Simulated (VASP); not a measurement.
Runs of VASP 6.6.1 on TiN (dq5). The structure is that of space group Fm-3m (No. 225), or close to it. The cells are those of the table. 

```csv
task,cell,k mesh,cutoff (eV),smearing,gap on the mesh (eV),pressure (GPa),relaxed volume (Å³/atom)
single point,"a = 2.951 Å, angles 60.0°, 2 atoms",14 × 14 × 14,520,fermi-dirac 0.15 eV,none,1.0,-
relaxation of cell and atoms,"relaxed from a = 2.950 Å, angles 60.0°, 2 atoms",14 × 14 × 14,600,fermi-dirac 0.15 eV,none,0.0,(a)
single point,"a = 2.950 Å, angles 60.0°, 2 atoms",8 × 8 × 8,520,gaussian 0.1 eV,none,1.1,-
single point,"a = 2.950 Å, angles 60.0°, 2 atoms",14 × 14 × 14,520,gaussian 0.1 eV,none,1.0,-
relaxation of cell and atoms,"relaxed from a = 2.950 Å, angles 60.0°, 2 atoms",14 × 14 × 14,600,gaussian 0.1 eV,none,0.0,9.10
```

Alike in all rows: level LDA; potentials or basis VASP PAW LDA potentials, release 64 (Ti_sv, N); no spin polarisation.

Q: Estimate the missing entries.

A: (a) 9.11.

A gap of «none» marks levels without a gap at the run's occupations.
